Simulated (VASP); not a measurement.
# GaN in VASP: further runs, part 2 of 2

VASP 6.6.1.

### Step 4. Electric field gradients, PBE

The input, INCAR:

```
SYSTEM = GaN
ALGO = Normal
EDIFF = 1E-8
ENCUT = 520
GGA = PE
ISIF = 2
ISMEAR = -1
LASPH = .True.
LCHARG = .False.
LEFG = .True.
LREAL = .False.
LWAVE = .False.
NBANDS = 16
NELM = 80
PREC = Accurate
SIGMA = 0.02
```

The input, KPOINTS:

```
k-points
0
Gamma
  18 18 18
  0 0 0
```

The input, POSCAR:

```
GaN
1.0
    0.0000000000      1.9925000000      1.9925000000
    1.9925000000      0.0000000000      1.9925000000
    1.9925000000      1.9925000000      0.0000000000
Ga N
1 1
Direct
    0.5000000000      0.5000000000      0.5000000000
    0.0000000000      0.0000000000      0.0000000000
```

Potentials or basis: VASP PAW PBE potentials, release 64 (Ga_d, N).

On the command line:

```bash
$ cat potpaw_PBE.64/Ga_d/POTCAR potpaw_PBE.64/N/POTCAR > POTCAR
$ mpirun -np 1 vasp_std > vasp.out
```

OUTCAR:

```text
SYSTEM = GaN
   EDIFF = 1E-8
   ENCUT = 520
   GGA = PE
   ISIF = 2
   ISMEAR = -1
   LASPH = .True.
   LREAL = .False.
   NELM = 80
   PREC = Accurate

 ion  position               nearest neighbor table
   1  0.500  0.500  0.500-   2 1.99   2 1.99   2 1.99   2 1.99   2 1.99   2 1.99
   2  0.000  0.000  0.000-   1 1.99   1 1.99   1 1.99   1 1.99   1 1.99   1 1.99

  LATTYP: Found a face centered cubic cell.
 ALAT       =     3.9850000000

  Lattice vectors:

 A1 = (   0.0000000000,   1.9925000000,   1.9925000000)
 A2 = (   1.9925000000,   0.0000000000,   1.9925000000)
 A3 = (   1.9925000000,   1.9925000000,   0.0000000000)

Analysis of symmetry for initial positions (statically):
=====================================================================
 Subroutine PRICEL returns:
 Original cell was already a primitive cell.

 Routine SETGRP: Setting up the symmetry group for a
 face centered cubic supercell.

 Subroutine GETGRP returns: Found 48 space group operations
 (whereof 48 operations were pure point group operations)
 out of a pool of 48 trial point group operations.

The static configuration has the point symmetry O_h .

Analysis of symmetry for dynamics (positions and initial velocities):
=====================================================================
 Subroutine PRICEL returns:
 Original cell was already a primitive cell.

 Routine SETGRP: Setting up the symmetry group for a
 face centered cubic supercell.

 Subroutine GETGRP returns: Found 48 space group operations
 (whereof 48 operations were pure point group operations)
 out of a pool of 48 trial point group operations.

The dynamic configuration has the point symmetry O_h .

 Subroutine INISYM returns: Found 48 space group operations
 (whereof 48 operations are pure point group operations),
 and found     1 'primitive' translations

----------------------------------------------------------------------------------------

                                     Primitive cell

  volume of cell :      15.8207

  direct lattice vectors                    reciprocal lattice vectors
     0.000000000  1.992500000  1.992500000    -0.250941029  0.250941029  0.250941029
     1.992500000  0.000000000  1.992500000     0.250941029 -0.250941029  0.250941029
     1.992500000  1.992500000  0.000000000     0.250941029  0.250941029 -0.250941029

  length of vectors
     2.817820523  2.817820523  2.817820523     0.434642612  0.434642612  0.434642612

  position of ions in fractional coordinates (direct lattice)
     0.500000000  0.500000000  0.500000000
     0.000000000  0.000000000  0.000000000

  ion indices of the primitive-cell ions
   primitive index   ion index
                 1           1
                 2           2

----------------------------------------------------------------------------------------

 KPOINTS: k-points

Automatic generation of k-mesh.
 Grid dimensions read from file:
[... 72 lines left out ...]
   ISYM   =      2    0-nonsym 1-usesym 2-fastsym
   POTIM  = 0.5000    time-step for ionic-motion
   TEBEG  =    0.0;   TEEND  =   0.0 temperature during run
   PSTRESS=    0.0 pullay stress
   NELECT =      18.0000    total number of electrons
   NUPDOWN=      -1.0000    fix difference up-down
   EMIN   =  10.00;   EMAX   =-10.00  energy-range for DOS
   EFERMI =   0.00;   METHOD = LEGACY
   ISMEAR =    -1;   SIGMA  =   0.02  broadening in eV -4-tet -1-fermi 0-gaus
   EFERMI_NEDOS =   21; number of points for ismear=-14 and -15
   IALGO  =     38    algorithm
   IMIX   =      4    mixing-type and parameters
     AMIX     =   0.40;   BMIX     =  1.00
     AMIX_MAG =   1.60;   BMIX_MAG =  1.00
  volume/ion in A,a.u.               =       7.91        53.38
  Fermi-wavevector in a.u.,A,eV,Ry     =   1.709060  3.229655 39.741073  2.920886
  Thomas-Fermi vector in A             =   2.787614
   LORBIT       =      0    0 simple, 1 ext, 2 COOP (PROOUT), +10 PAW based schemes
   GGA     = PE    functional components
   LHFCALC =     F    Hartree Fock is set to
   AEXX    =    0.0000 exact exchange contribution
   IVDW    =     0    specifies the selected vdW correction
   LEPSILON=     F    determine dielectric tensor
   LRPA    =     F    only Hartree local field effects (RPA)
 non-spin polarized calculation
  energy-cutoff  :      520.00
  volume of cell :       15.82
 maximum number of plane-waves:       444
 NGX is ok and might be reduce to    24

 number of electron      17.9999999 magnetization

 Free energy of the ion-electron system (eV)
  ---------------------------------------------------
  ext. energy  EPLUGINS =         0.00000000
  ---------------------------------------------------
  free energy    TOTEN  =       -10.53602051 eV

  energy without entropy =      -10.53602051  energy(sigma->0) =      -10.53602051

 E-fermi :  10.7692     XC(G=0): -14.1206

 val. band max:       10.3051039658   @ k =  -0.1667   0.1667   0.0000
 cond. band min:      12.1124611614   @ k =   0.5000   0.5000   0.0000
 fundamental gap:      1.8073571956
 Fermi energy:        10.7691538240

 k-point     1 :       0.0000    0.0000    0.0000
  band No.  band energies     occupation
      1      -8.9406      2.00000
      2      -3.6887      2.00000
      3      -3.6887      2.00000
      4      -3.6887      2.00000
      5      -3.5393      2.00000
      6      -3.5393      2.00000
[... 433 lines left out ...]
      3      -3.7887      2.00000
      4      -3.7586      2.00000
      5      -3.5305      2.00000
      6      -3.4479      2.00000
[... 8 lines left out ...]
     15      28.6553      0.00000
     16      30.9257      0.00000

 [... further k-points ...]

------------------------ aborting loop because EDIFF is reached ----------------------------------------

  FORCE on cell =-STRESS in cart. coord.  units (eV):
  Direction    XX          YY          ZZ          XY          YZ          ZX
  --------------------------------------------------------------------------------------
  -------------------------------------------------------------------------------------
  Total        6.9398143      6.9398143      6.9398143     -0.0000000     -0.0000000     -0.0000000
  in kB      702.8027377    702.8027377    702.8027377     -0.0000000     -0.0000000     -0.0000000
  external PRESSURE =     702.8027377 kB  Pullay stress =       0.0000000 kB

 VOLUME and BASIS-vectors are now :
 -----------------------------------------------------------------------------
  energy-cutoff  :      520.00
  volume of cell :       15.82
      direct lattice vectors                 reciprocal lattice vectors
     0.000000000  1.992500000  1.992500000    -0.250941029  0.250941029  0.250941029
     1.992500000  0.000000000  1.992500000     0.250941029 -0.250941029  0.250941029
     1.992500000  1.992500000  0.000000000     0.250941029  0.250941029 -0.250941029

 POSITION                                       TOTAL-FORCE (eV/Angst)
 -----------------------------------------------------------------------------------
      1.99250      1.99250      1.99250         0.000000      0.000000      0.000000
      0.00000      0.00000      0.00000         0.000000      0.000000      0.000000
 -----------------------------------------------------------------------------------
    total drift:                                0.000000     -0.000000      0.000000

  FREE ENERGIE OF THE ION-ELECTRON SYSTEM (eV)
  ---------------------------------------------------
  free  energy   TOTEN  =       -10.5360205082 eV

  energy  without entropy=      -10.5360205082  energy(sigma->0) =      -10.53602051

 Electric field gradients (V/A^2)
---------------------------------------------------------------------
 ion       V_xx      V_yy      V_zz      V_xy      V_xz      V_yz
---------------------------------------------------------------------
   1      -0.000    -0.000     0.000    -0.002    -0.002    -0.002
   2      -0.000     0.000    -0.000     0.000     0.000     0.000
---------------------------------------------------------------------

 Electric field gradients after diagonalization (V/A^2)
 (convention: |V_zz| > |V_xx| > |V_yy|)
----------------------------------------------------------------------
 ion       V_xx      V_yy      V_zz     asymmetry (V_yy - V_xx)/ V_zz
----------------------------------------------------------------------
   1       0.002     0.002    -0.004       0.000
   2      -0.000    -0.000     0.000       0.000
----------------------------------------------------------------------

           NMR quadrupolar parameters

 Cq : quadrupolar parameter    Cq=e*Q*V_zz/h
 eta: asymmetry parameters     (V_yy - V_xx)/ V_zz
 Q  : nuclear electric quadrupole moment in mb (millibarn)
----------------------------------------------------------------------
 ion       Cq(MHz)       eta       Q (mb)
----------------------------------------------------------------------
   1      -0.000       0.000       1.000
   2       0.000       0.000       1.000
----------------------------------------------------------------------
```

OSZICAR:

```text
N       E                     dE             d eps       ncg     rms          rms(c)
DAV:   1     0.747886591764E+02    0.74789E+02   -0.88272E+03  6928   0.223E+03
DAV:   2    -0.847105682423E+01   -0.83260E+02   -0.77637E+02  7192   0.330E+02
DAV:   3    -0.125808956185E+02   -0.41098E+01   -0.40972E+01  7152   0.627E+01
DAV:   4    -0.126141645840E+02   -0.33269E-01   -0.33266E-01  7864   0.583E+00
DAV:   5    -0.126144699714E+02   -0.30539E-03   -0.30539E-03  7456   0.529E-01    0.799E+00
DAV:   6    -0.105701638454E+02    0.20443E+01   -0.40193E+00  9184   0.470E+01    0.253E+00
DAV:   7    -0.105510785126E+02    0.19085E-01   -0.34344E-01  7344   0.561E+00    0.168E+00
DAV:   8    -0.105379734569E+02    0.13105E-01   -0.25736E-02  8440   0.320E+00    0.367E-01
DAV:   9    -0.105360626863E+02    0.19108E-02   -0.70363E-03  8336   0.284E+00    0.892E-02
DAV:  10    -0.105360208046E+02    0.41882E-04   -0.33799E-04  7024   0.225E-01    0.452E-02
DAV:  11    -0.105360192944E+02    0.15102E-05   -0.96443E-05  7784   0.170E-01    0.259E-02
DAV:  12    -0.105360206454E+02   -0.13510E-05   -0.65425E-06  7072   0.269E-02    0.103E-02
DAV:  13    -0.105360204985E+02    0.14694E-06   -0.11725E-07  8128   0.555E-03    0.563E-03
DAV:  14    -0.105360205082E+02   -0.97566E-08   -0.93713E-08  7800   0.405E-03
   1 F= -.10536021E+02 E0= -.10536021E+02  d E =-.654388E-12
```

stdout:

```text
POSCAR found type information on POSCAR GaN
 POSCAR found :  2 types and       2 ions
 scaLAPACK will be used
 LDA part: xc-table for (Slater+PW92), standard interpolation
 POSCAR, INCAR and KPOINTS ok, starting setup
 FFT: planning ... GRIDC
 FFT: planning ... GRID_SOFT
 FFT: planning ... GRID
 WAVECAR not read
 entering main loop
ion   1

ion   2
```

It took 19 s on 1 thread of Intel Xeon 6975P-C (Granite Rapids), shared host; peak memory 0.17 GiB.

What came out:

- Free energy: -10.5360 eV
- Pressure: 70.3 GPa
- Band gap on the k mesh: 1.81 eV, indirect (least direct gap 5.21 eV)

Levels at points of the mesh, in eV from the valence-band top:
| k point | band 5 | band 6 | band 7 | band 8 | band 9 | band 10 | band 11 | band 12 | band 13 | band 14 |
| --- | --- | --- | --- | --- | --- | --- | --- | --- | --- | --- |
| (0.00, 0.00, 0.00) | -13.84 | -13.84 | -0.75 | -0.75 | -0.75 | 4.46 | 15.81 | 15.81 | 15.81 | 16.68 |
| (0.50, 0.00, 0.00) | -13.63 | -13.63 | -9.15 | -0.14 | -0.14 | 5.47 | 10.15 | 10.15 | 11.93 | 18.17 |
| (0.50, 0.50, 0.00) | -13.54 | -10.51 | -8.61 | -3.77 | -3.77 | 1.81 | 8.04 | 13.79 | 16.95 | 16.95 |

Caveat: without QUAD_EFG the Cq values of the log hold for a quadrupole moment of 1 mb, not for the nuclei.

### Step 5. Electric field gradients, PBE (atom 1 (Ga) moved by [0.0, 0.0, 0.03] A)

The input, INCAR:

```
  ALGO = Normal
  EDIFF = 1E-8
  ENCUT = 520
  GGA = PE
  ISIF = 2
  ISMEAR = -1
  LASPH = True
  LCHARG = False
  LEFG = True
  LREAL = False
  LWAVE = False
  NBANDS = 16
  NELM = 100
  PREC = Accurate
  SIGMA = 0.02
```

The input, KPOINTS:

```
k-points
0
Gamma
  13 13 13
```

POSCAR, as its differences from that of step 4:

```diff
@@ -8,3 +8,3 @@
 Direct
-    0.5000000000      0.5000000000      0.5000000000
+    0.5075282309      0.5075282309      0.4924717691
     0.0000000000      0.0000000000      0.0000000000
```

Potentials or basis: VASP PAW PBE potentials, release 64 (Ga_d, N).

On the command line:

```bash
$ cat potpaw_PBE.64/Ga_d/POTCAR potpaw_PBE.64/N/POTCAR > POTCAR
$ mpirun -np 1 vasp_std > vasp.out
```

OUTCAR:

```text
EDIFF = 1E-8
   ENCUT = 520
   GGA = PE
   ISIF = 2
   ISMEAR = -1
   LASPH = True
   LREAL = False
   NELM = 100
   PREC = Accurate

 ion  position               nearest neighbor table
   1  0.508  0.508  0.492-   2 1.96   2 1.99   2 1.99   2 1.99   2 1.99   2 2.02
   2  0.000  0.000  0.000-   1 1.96   1 1.99   1 1.99   1 1.99   1 1.99   1 2.02

  LATTYP: Found a face centered cubic cell.
 ALAT       =     3.9850000000

  Lattice vectors:

 A1 = (   0.0000000000,   1.9925000000,   1.9925000000)
 A2 = (   1.9925000000,   0.0000000000,   1.9925000000)
 A3 = (   1.9925000000,   1.9925000000,   0.0000000000)

Analysis of symmetry for initial positions (statically):
[... 666 lines left out ...]
  free  energy   TOTEN  =       -10.5318194188 eV

  energy  without entropy=      -10.5318194188  energy(sigma->0) =      -10.53181942

 Electric field gradients (V/A^2)
---------------------------------------------------------------------
 ion       V_xx      V_yy      V_zz      V_xy      V_xz      V_yz
---------------------------------------------------------------------
   1       0.511     0.511    -1.022    -0.000    -0.000    -0.000
   2       0.050     0.050    -0.100     0.000     0.000     0.000
---------------------------------------------------------------------

 Electric field gradients after diagonalization (V/A^2)
 (convention: |V_zz| > |V_xx| > |V_yy|)
----------------------------------------------------------------------
 ion       V_xx      V_yy      V_zz     asymmetry (V_yy - V_xx)/ V_zz
----------------------------------------------------------------------
   1       0.511     0.511    -1.022       0.001
   2       0.050     0.050    -0.100       0.000
----------------------------------------------------------------------

           NMR quadrupolar parameters

 Cq : quadrupolar parameter    Cq=e*Q*V_zz/h
 eta: asymmetry parameters     (V_yy - V_xx)/ V_zz
 Q  : nuclear electric quadrupole moment in mb (millibarn)
----------------------------------------------------------------------
 ion       Cq(MHz)       eta       Q (mb)
----------------------------------------------------------------------
   1      -0.002       0.001       1.000
   2      -0.000       0.000       1.000
----------------------------------------------------------------------
```

stdout:

```text
POSCAR found type information on POSCAR GaN
 POSCAR found :  2 types and       2 ions
 scaLAPACK will be used
 LDA part: xc-table for (Slater+PW92), standard interpolation
 POSCAR, INCAR and KPOINTS ok, starting setup
 FFT: planning ... GRIDC
 FFT: planning ... GRID_SOFT
 FFT: planning ... GRID
 WAVECAR not read
 entering main loop
ion   1

ion   2
```

Wall time 20 s (1 thread of Intel Xeon 6975P-C (Granite Rapids), shared host); peak memory 0.17 GiB.

What came out:

```yaml
Free_energy: -10.5318 eV
Pressure: 70.5 GPa
Largest_force: 0.280 eV/Å
Band_gap_on_the_k_mesh: 1.91 eV, indirect (least direct gap 5.20 eV)
```

Forces on the atoms (eV/Å):
```
Ga   0.000  0.000 -0.280
N    0.000  0.000  0.280
```

Electric field gradients, principal values (V/Å²):
```csv
atom,least,middle,greatest (by size)
1 Ga,0.511,0.511,-1.022
2 N,0.050,0.050,-0.100
```

Caveat: the cell differs from its parent crystal (atom 1 (Ga) moved by [0.0, 0.0, 0.03] A); without QUAD_EFG the Cq values of the log hold for a quadrupole moment of 1 mb, not for the nuclei. A k mesh can miss the band edges.

### Step 6. Summary

```tsv
k mesh	gap on the mesh (eV)	pressure (GPa)
6 × 6 × 6	1.80	70.2
10 × 10 × 10	1.82	70.3
18 × 18 × 18	1.81	70.3
13 × 13 × 13	1.91	70.5
```

Some of these runs hold the atoms at other places in the same cell, which the table doesn't show; runs alike in all that it shows share one row.

Alike in all rows: task electric field gradients; level PBE; potentials or basis VASP PAW PBE potentials, release 64 (Ga_d, N); no spin polarisation; cell as given; cutoff (eV) 520; smearing fermi-dirac 0.02 eV.

Caveats: some runs use coarse meshes.

Total energies depend on the potentials used, so only differences within one code and one set of settings carry meaning.
